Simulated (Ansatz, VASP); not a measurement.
## Pt: VASP beside Ansatz

File INCAR:

```
ALGO = Normal ; EDIFF = 1E-7
ENCUT = 520 ; GGA = PE
ISIF = 2 ; ISMEAR = 0
LASPH = True ; LCHARG = False
LREAL = False ; LWAVE = False
NBANDS = 11 ; NELM = 60
PREC = Accurate ; SIGMA = 0.15
```

File KPOINTS:

```
k-points
0
Gamma
  20 20 20
```

POSCAR

```
Pt
1.0
   -0.2977447067      1.8757916524      1.8757916524
    1.8757916524     -0.2977447067      1.8757916524
    1.8757916524      1.8757916524     -0.2977447067
Pt
1
Direct
    0.0000000000      0.0000000000      0.0000000000
```

Input for Ansatz:

```yaml
crystal:
  lattice:
    - [-0.2977447067, 1.8757916524, 1.8757916524]
    - [1.8757916524, -0.2977447067, 1.8757916524]
    - [1.8757916524, 1.8757916524, -0.2977447067]
  atoms:
    - { symbol: Pt, position: [0.0, 0.0, 0.0] }
basis:
  ecutwfc: 420
kpoints:
  mp_grid: { grid: [20, 20, 20] }
hamiltonian:
  xc: pbe
  pseudopotentials: { kind: paw, azcp: { folder: soft_1 } }
scf:
  occupations: { method: gaussian, width: 0.15 }
output:
  forces: true
  stress: true
  eigenvalues: true
```

Change from the starting cell: equal engineering shear yz, xz and xy -0.1500, equal normal strain along x, y and z +0.0200.

Alike in both runs: task single point; functional PBE; k mesh 20 × 20 × 20; occupations gaussian, width 0.15 eV; no spin polarisation.

```csv
,VASP,Ansatz
version,VASP 6.6.1,Ansatz 0.2.0
potentials or method,"VASP PAW PBE potentials, release 64 (Pt), cutoff 520 eV","scalar-relativistic, plane waves, PAW"
valence electrons in the cell,10,18
```

|  | VASP | Ansatz | Ansatz less VASP |
| --- | --- | --- | --- |
| gap on the k mesh at the Fermi level (eV) | none | none | - |
| pressure (GPa) | 1.0 | 1.4 | +0.46 |
| traceless stress, the component that is largest in VASP (GPa) | 7.79 | 7.86 | +0.074 |

A gap of «none» marks a metal or a gap that the smearing closes. VASP's potentials hold 10 valence electrons a cell and Ansatz's 18, so a difference there can come from the potentials and not from the codes.

Spin-orbit coupling is off throughout.
